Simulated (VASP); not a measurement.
Input of a VASP 6.6.1 run:

File INCAR:

```
SYSTEM = InGa
PREC = Accurate
ENCUT = 520
EDIFF = 1E-8
ISMEAR = -1
SIGMA = 0.15
LREAL = .FALSE.
LASPH = .TRUE.
NELM = 100
ALGO = Normal
ISIF = 2
LWAVE = .FALSE.
LCHARG = .FALSE.
GGA = PS
NBANDS = 20
IBRION = 8
NSW = 1
```

Contents of KPOINTS:

```
Automatic mesh
0
G
  12 12 12
  0 0 0
```

Contents of POSCAR:

```
InGa
1.0
    0.0000000000      3.0883928040      3.0883928040
    3.0883928040      0.0000000000      3.0883928040
    3.0883928040      3.0883928040      0.0000000000
In Ga
1 1
Direct
    0.0000000000      0.0000000000      0.0000000000
    0.7500000000      0.7500000000      0.7500000000
```

Potentials or basis: VASP PAW PBE potentials, release 64 (In_d, Ga_d).

Command:

```sh
$ cat potpaw_PBE.64/In_d/POTCAR potpaw_PBE.64/Ga_d/POTCAR > POTCAR
$ mpirun -np 1 vasp_std > vasp.out
```

Task: Estimate the highest phonon frequency at Γ.

Result: 152 cm⁻¹.

Phonon frequencies in cm⁻¹ (negative: imaginary):
| q point | frequencies |
| --- | --- |
| (0.000, 0.000, 0.000) | 0 0 0 152 152 152 |
